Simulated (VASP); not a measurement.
# Br (P6/mmm) in VASP: a series of runs

Br is run at these levels: PBE; tasks: relaxation of cell and atoms.

Program: VASP 6.6.1. These are calculated values, not measurements. Logs are shortened: lines on timing, memory, paths and dates and some standing lists are left out, and cuts for length are marked.

### 1 The cell of the first run

Symmetry: P6/mmm, No. 191, hexagonal system. The conventional cell has a = 4.899 Å, b = 4.899 Å, c = 4.450 Å, α = 90.00°, β = 90.00°, γ = 120.00°. Within 3.7 Å of Br (site symmetry -6m2) lie 3 Br at 2.83 Å.

The cell was generated, and may not be a known phase.

### 2 Relaxation of cell and atoms, PBE

File INCAR:

```
SYSTEM = Br
ALGO = Normal
EDIFF = 1E-6
EDIFFG = -0.01
ENCUT = 600
GGA = PE
IBRION = 2
ISIF = 3
ISMEAR = 0
LASPH = .TRUE.
LCHARG = .FALSE.
LREAL = .FALSE.
LWAVE = .FALSE.
NELM = 80
NSW = 100
PREC = Accurate
SIGMA = 0.1
```

File KPOINTS:

```
k-points
0
G
  12 12 12
  0 0 0
```

File POSCAR:

```
Br
1.0
    4.8993868218      0.0000000000      0.0000000000
   -2.4496934109      4.2429934506      0.0000000000
    0.0000000000      0.0000000000      4.4501466130
Br
2
Direct
    0.6666666667      0.3333333333      0.0000000000
    0.3333333333      0.6666666667      0.0000000000
```

Potentials or basis: VASP PAW PBE potentials, release 64 (Br).

On the command line:

```bash
$ cat potpaw_PBE.64/Br/POTCAR > POTCAR
$ mpirun -np 1 vasp_std > vasp.out
```

OUTCAR:

```text
SYSTEM = Br
   EDIFF = 1E-6
   EDIFFG = -0.01
   ENCUT = 600
   GGA = PE
   IBRION = 2
   ISIF = 3
   ISMEAR = 0
   LASPH = .TRUE.
   LREAL = .FALSE.
   NELM = 80
   NSW = 100
   PREC = Accurate

 ion  position               nearest neighbor table
   1  0.667  0.333  0.000-
   2  0.333  0.667  0.000-

  LATTYP: Found a hexagonal cell.
 ALAT       =     4.8993868218
 C/A-ratio  =     0.9083068504

  Lattice vectors:

 A1 = (   4.8993868218,   0.0000000000,   0.0000000000)
 A2 = (  -2.4496934109,   4.2429934506,   0.0000000000)
 A3 = (   0.0000000000,   0.0000000000,   4.4501466130)

Analysis of symmetry for initial positions (statically):
=====================================================================
 Subroutine PRICEL returns:
 Original cell was already a primitive cell.

 Routine SETGRP: Setting up the symmetry group for a
 hexagonal supercell.

 Subroutine GETGRP returns: Found 24 space group operations
 (whereof 24 operations were pure point group operations)
 out of a pool of 24 trial point group operations.

The static configuration has the point symmetry D_6h.

Analysis of symmetry for dynamics (positions and initial velocities):
=====================================================================
 Subroutine PRICEL returns:
 Original cell was already a primitive cell.

 Routine SETGRP: Setting up the symmetry group for a
 hexagonal supercell.

 Subroutine GETGRP returns: Found 24 space group operations
 (whereof 24 operations were pure point group operations)
 out of a pool of 24 trial point group operations.

The dynamic configuration has the point symmetry D_6h.

 Subroutine INISYM returns: Found 24 space group operations
 (whereof 24 operations are pure point group operations),
 and found     1 'primitive' translations

----------------------------------------------------------------------------------------

                                     Primitive cell

  volume of cell :      92.5099

  direct lattice vectors                    reciprocal lattice vectors
     4.899386822  0.000000000  0.000000000     0.204107174  0.117841332  0.000000000
    -2.449693411  4.242993451  0.000000000     0.000000000  0.235682664  0.000000000
     0.000000000  0.000000000  4.450146613     0.000000000  0.000000000  0.224711698

  length of vectors
     4.899386822  4.899386822  4.450146613     0.235682664  0.235682664  0.224711698

  position of ions in fractional coordinates (direct lattice)
     0.666666667  0.333333333  0.000000000
     0.333333333  0.666666667  0.000000000

  ion indices of the primitive-cell ions
   primitive index   ion index
                 1           1
                 2           2

----------------------------------------------------------------------------------------

 KPOINTS: k-points

Automatic generation of k-mesh.
 Grid dimensions read from file:
 generate k-points for:   12   12   12

 Generating k-lattice:

  Cartesian coordinates                     Fractional coordinates (reciprocal lattice)
     0.017008931  0.009820111  0.000000000     0.083333333 -0.000000000  0.000000000
     0.000000000  0.019640222  0.000000000     0.000000000  0.083333333  0.000000000
     0.000000000  0.000000000  0.018725975     0.000000000  0.000000000  0.083333333

  Length of vectors
     0.019640222  0.019640222  0.018725975

  Shift w.r.t. Gamma in fractional coordinates (k-lattice)
     0.000000000  0.000000000  0.000000000

 Subroutine IBZKPT returns following result:
 ===========================================

 Found    133 irreducible k-points:

 Following reciprocal coordinates:
            Coordinates               Weight
  0.000000  0.000000  0.000000      1.000000
  0.083333  0.000000  0.000000      6.000000
  0.166667  0.000000  0.000000      6.000000
  0.250000  0.000000  0.000000      6.000000
  0.333333 -0.000000  0.000000      6.000000
  0.416667 -0.000000  0.000000      6.000000
[... 16 lines left out ...]
  0.250000  0.000000  0.083333     12.000000
  0.333333 -0.000000  0.083333     12.000000
 [... further k-points ...]
   k-points           NKPTS =    133   k-points in BZ     NKDIM =    133   number of bands    NBANDS=     11
   number of dos      NEDOS =    301   number of ions     NIONS =      2
   total plane-waves  NPLWV =  57600
   dimension x,y,z NGX =    40 NGY =   40 NGZ =   36
   dimension x,y,z NGXF=    80 NGYF=   80 NGZF=   72
   ions per type =               2
   NGX,Y,Z   is equivalent  to a cutoff of  13.57, 13.57, 13.45 a.u.
   NGXF,Y,Z  is equivalent  to a cutoff of  27.15, 27.15, 26.90 a.u.
 SYSTEM =  Br
   PREC   = accura    normal or accurate (medium, high low for compatibility)
   ISTART =      0    job   : 0-new  1-cont  2-samecut
   ICHARG =      2    charge: 1-file 2-atom 10-const
   ISPIN  =      1    spin polarized calculation?
   LNONCOLLINEAR =      F non collinear calculations
   LSORBIT =      F    spin-orbit coupling
   LASPH  =      T    aspherical Exc in radial PAW
   ENCUT  =  600.0 eV  44.10 Ry    6.64 a.u.   9.79  9.79  8.89*2*pi/ulx,y,z
   NELM   =     80;   NELMIN=  2; NELMDL= -5     # of ELM steps
   EDIFF  = 0.1E-05   stopping-criterion for ELM
   LREAL  =      F    real-space projection
   EDIFFG = -.1E-01   stopping-criterion for IOM
   NSW    =    100    number of steps for IOM
   IBRION =      2    ionic relax: 0-MD 1-quasi-New 2-CG
   NFREE  =      1    steps in history (QN), initial steepest desc. (CG)
   ISIF   =      3    stress and relaxation
   ISYM   =      2    0-nonsym 1-usesym 2-fastsym
   POTIM  = 0.5000    time-step for ionic-motion
   TEBEG  =    0.0;   TEEND  =   0.0 temperature during run
   PSTRESS=    0.0 pullay stress
   NELECT =      14.0000    total number of electrons
   NUPDOWN=      -1.0000    fix difference up-down
   EMIN   =  10.00;   EMAX   =-10.00  energy-range for DOS
   EFERMI =   0.00;   METHOD = LEGACY
   ISMEAR =     0;   SIGMA  =   0.10  broadening in eV -4-tet -1-fermi 0-gaus
   EFERMI_NEDOS =   21; number of points for ismear=-14 and -15
   IALGO  =     38    algorithm
   IMIX   =      4    mixing-type and parameters
     AMIX     =   0.40;   BMIX     =  1.00
     AMIX_MAG =   1.60;   BMIX_MAG =  1.00
  volume/ion in A,a.u.               =      46.25       312.14
  Fermi-wavevector in a.u.,A,eV,Ry     =   0.872411  1.648619 10.355419  0.761102
  Thomas-Fermi vector in A             =   1.991657
   LORBIT       =      0    0 simple, 1 ext, 2 COOP (PROOUT), +10 PAW based schemes
   GGA     = PE    functional components
   LHFCALC =     F    Hartree Fock is set to
   AEXX    =    0.0000 exact exchange contribution
   IVDW    =     0    specifies the selected vdW correction
   LEPSILON=     F    determine dielectric tensor
   LRPA    =     F    only Hartree local field effects (RPA)
 conjugate gradient relaxation of ions
 non-spin polarized calculation
 Gauss-broadening in eV      SIGMA  =   0.10
  energy-cutoff  :      600.00
  volume of cell :       92.51
 maximum number of plane-waves:      3137
 NGX is ok and might be reduce to    40
   NGX = 19   NGY = 19   NGZ = 17

--------------------------------------- Ionic step        1  -------------------------------------------

 number of electron      14.0000001 magnetization

 Free energy of the ion-electron system (eV)
  ---------------------------------------------------
  ext. energy  EPLUGINS =         0.00000000
  ---------------------------------------------------
  free energy    TOTEN  =        -2.58614138 eV

  energy without entropy =       -2.57896722  energy(sigma->0) =       -2.58255430

------------------------ aborting loop because EDIFF is reached ----------------------------------------

  FORCE on cell =-STRESS in cart. coord.  units (eV):
  Direction    XX          YY          ZZ          XY          YZ          ZX
  --------------------------------------------------------------------------------------
  -------------------------------------------------------------------------------------
  Total        0.0886393      0.0886393      0.0726759      0.0000000     -0.0000000      0.0000000
  in kB        1.5351420      1.5351420      1.2586729      0.0000000     -0.0000000      0.0000000
  external PRESSURE =       1.4429856 kB  Pullay stress =       0.0000000 kB

 VOLUME and BASIS-vectors are now :
 -----------------------------------------------------------------------------
  energy-cutoff  :      600.00
  volume of cell :       92.51
      direct lattice vectors                 reciprocal lattice vectors
     4.899386822  0.000000000  0.000000000     0.204107174  0.117841332  0.000000000
    -2.449693411  4.242993451  0.000000000     0.000000000  0.235682664  0.000000000
     0.000000000  0.000000000  4.450146613     0.000000000  0.000000000  0.224711698
[... 217 lines left out ...]
 POSITION                                       TOTAL-FORCE (eV/Angst)
 -----------------------------------------------------------------------------------
      2.45600      1.41797      0.00000        -0.000000      0.000000     -0.000000
     -0.00000      2.83595      0.00000         0.000000     -0.000000      0.000000
 -----------------------------------------------------------------------------------
    total drift:                                0.000000     -0.000000      0.000000

  FREE ENERGIE OF THE ION-ELECTRON SYSTEM (eV)
  ---------------------------------------------------
  free  energy   TOTEN  =        -2.5877424662 eV

  energy  without entropy=       -2.5807081899  energy(sigma->0) =       -2.58422533

--------------------------------------- Ionic step        8  -------------------------------------------

 number of electron      14.0000002 magnetization

 Free energy of the ion-electron system (eV)
  ---------------------------------------------------
  ext. energy  EPLUGINS =         0.00000000
  ---------------------------------------------------
  free energy    TOTEN  =        -2.58834429 eV

  energy without entropy =       -2.58138648  energy(sigma->0) =       -2.58486539

 E-fermi :  -2.1980     XC(G=0):  -6.2013

 val. band max:       -2.2236683096   @ k =   0.0000   0.0000   0.5000
 cond. band min:      -2.1811481594   @ k =   0.0833   0.0000   0.0000
 fundamental gap:      0.0425201502
 Fermi energy:        -2.1979772023

 k-point     1 :       0.0000    0.0000    0.0000
  band No.  band energies     occupation
      1     -17.2538      2.00000
      2     -14.9038      2.00000
      3      -5.7033      2.00000
      4      -5.7033      2.00000
      5      -4.3506      2.00000
      6      -2.2620      1.63465
      7      -2.2620      1.63465
      8      -2.2263      1.31105
      9       2.9045      0.00000
     10       6.1115      0.00000
     11       8.8604      0.00000

 k-point     2 :       0.0833    0.0000    0.0000
  band No.  band energies     occupation
      1     -17.2262      2.00000
      2     -14.9527      2.00000
      3      -5.7408      2.00000
      4      -5.6516      2.00000
      5      -4.3238      2.00000
      6      -2.2883      1.79845
      7      -2.2667      1.66899
      8      -2.1811      0.81188
      9       2.9927      0.00000
     10       6.2174      0.00000
     11       8.7672      0.00000
[... 295 lines left out ...]
 k-point    24 :       0.3333   -0.0000    0.0833
  band No.  band energies     occupation
      1     -16.8517      2.00000
      2     -15.5309      2.00000
      3      -6.0605      2.00000
      4      -5.1681      2.00000
      5      -3.9969      2.00000
      6      -2.7825      2.00000
      7      -2.3848      1.99177
      8      -1.3684      0.00000
      9       4.1012      0.00000
     10       5.9827      0.00000
     11       7.3809      0.00000

 [... further k-points ...]

------------------------ aborting loop because EDIFF is reached ----------------------------------------

  FORCE on cell =-STRESS in cart. coord.  units (eV):
  Direction    XX          YY          ZZ          XY          YZ          ZX
  --------------------------------------------------------------------------------------
  -------------------------------------------------------------------------------------
  Total        0.0053092      0.0053092      0.0110559      0.0000000     -0.0000000      0.0000000
  in kB        0.0868106      0.0868106      0.1807737      0.0000000     -0.0000000      0.0000000
  external PRESSURE =       0.1181316 kB  Pullay stress =       0.0000000 kB

 VOLUME and BASIS-vectors are now :
 -----------------------------------------------------------------------------
  energy-cutoff  :      600.00
  volume of cell :       97.99
      direct lattice vectors                 reciprocal lattice vectors
     4.910065177  0.000000000  0.000000000     0.203663284  0.117585052  0.000000000
    -2.455032588  4.252241177  0.000000000    -0.000000000  0.235170104  0.000000000
     0.000000000 -0.000000000  4.693133545    -0.000000000 -0.000000000  0.213077252

 POSITION                                       TOTAL-FORCE (eV/Angst)
 -----------------------------------------------------------------------------------
      2.45503      1.41741      4.69313         0.000000      0.000000      0.000000
     -0.00000      2.83483      0.00000        -0.000000     -0.000000     -0.000000
 -----------------------------------------------------------------------------------
    total drift:                                0.000000     -0.000000     -0.000000

  FREE ENERGIE OF THE ION-ELECTRON SYSTEM (eV)
  ---------------------------------------------------
  free  energy   TOTEN  =        -2.5883442940 eV

  energy  without entropy=       -2.5813864827  energy(sigma->0) =       -2.58486539

 reached required accuracy - stopping structural energy minimisation
```

It took 3.8 min on 1 thread of Intel Xeon 6975P-C (Granite Rapids), shared host; peak memory 0.34 GiB.

Results:

```
Free energy                           : -2.5883 eV
Relaxed volume                        : 48.99 Å³/atom
Relaxed cell                          : a = 4.910 Å, b = 4.910 Å, c = 4.693 Å, α = 90.00°, β = 90.00°, γ = 120.00°
Space group after relaxing (to 0.1 Å) : P6/mmm (No. 191)
Energy gained by relaxing             : 1.1 meV/atom
Ionic steps                           : 8
Pressure after relaxing               : 0.0 GPa
Band gap on the k mesh                : zero (bands 7 and 8 overlap by 0.03 eV)
```

Step by step:
```
step  energy change (eV)  largest force (eV/Å)  pressure (GPa)  volume (Å³)
   1              0.0000                0.0000            0.14        92.51
   2             -0.0003                0.0000            0.04        93.07
   3             -0.0004                0.0000            0.02        93.22
   4             -0.0004                0.0000            0.01        93.27
   5             -0.0005                0.0000            0.00        93.48
   6             -0.0009                0.0000            0.00        94.13
   7             -0.0016                0.0000            0.01        95.42
   8             -0.0022                0.0000            0.01        97.99
```

Final structure:
```cif
data_structure
_symmetry_space_group_name_H-M 'P 1'
_symmetry_Int_Tables_number 1
_cell_length_a 4.9101
_cell_length_b 4.9101
_cell_length_c 4.6931
_cell_angle_alpha 90.000
_cell_angle_beta 90.000
_cell_angle_gamma 120.000
_cell_volume 97.99
loop_
_atom_site_label
_atom_site_type_symbol
_atom_site_fract_x
_atom_site_fract_y
_atom_site_fract_z
_atom_site_occupancy
Br1 Br 0.66667 0.33333 0.00000 1
Br2 Br 0.33333 0.66667 0.00000 1
```

Caveat: this functional lacks dispersion, which binds layers or chains, so the pressure and a relaxed spacing across them are unreliable.

### 3 Relaxation of cell and atoms, PBE

This run uses another cell than the first one, of 49.65 Å³/atom.

File INCAR:

```
PREC = Accurate
ENCUT = 600
EDIFF = 1E-7
ISMEAR = 0
SIGMA = 0.1
LREAL = F
LASPH = T
NELM = 80
ALGO = Normal
ISIF = 3
LWAVE = F
LCHARG = F
GGA = PE
IBRION = 2
NSW = 100
EDIFFG = -0.01
```

File KPOINTS:

```
regular mesh
0
Gamma
  12 12 12
```

File POSCAR:

```
Br
1.0
    4.9110491667      0.0000000000      0.0000000000
   -2.4555245833      4.2530933376      0.0000000000
    0.0000000000      0.0000000000      4.7545426421
Br
2
Direct
    0.6666666667      0.3333333333      0.0000000000
    0.3333333333      0.6666666667      0.0000000000
```

Potentials or basis: VASP PAW PBE potentials, release 64 (Br).

On the command line:

```bash
$ cat potpaw_PBE.64/Br/POTCAR > POTCAR
$ mpirun -np 1 vasp_std > vasp.out
```

Wall time 62 s (1 thread of Intel Xeon 6975P-C (Granite Rapids), shared host); peak memory 0.34 GiB.

It converged, with:

```yaml
Free_energy: -2.5885 eV
Pressure_after_relaxing: 0.0 GPa
Band_gap_on_the_k_mesh: zero (bands 7 and 8 overlap by 0.03 eV)
```

Final structure:
```
Br
1.0
     4.91105    0.00000    0.00000
    -2.45552    4.25309    0.00000
     0.00000    0.00000    4.75454
Br
2
Direct
  0.66667 0.33333 0.00000
  0.33333 0.66667 0.00000
```

Levels at points of the mesh, in eV from the Fermi level:
```csv
k point,band 3,band 4,band 5,band 6,band 7,band 8,band 9,band 10,band 11
"(0.00, 0.00, 0.00)",-3.50,-3.50,-2.17,-0.06,-0.06,-0.04,5.09,8.31,11.00
"(0.50, 0.00, 0.00)",-3.96,-2.82,-1.54,-0.86,-0.13,1.13,6.95,7.20,8.93
"(0.00, 0.00, 0.50)",-3.47,-3.47,-2.62,-0.25,-0.03,-0.03,7.57,7.92,9.55
"(0.50, 0.00, 0.50)",-3.92,-2.78,-1.92,-1.18,-0.11,1.15,7.23,8.06,8.38
```

Caveat: this functional lacks dispersion, which binds layers or chains, so the pressure and a relaxed spacing across them are unreliable.

The gap in the log of VASP goes by the Fermi energy; the results here count the filled bands.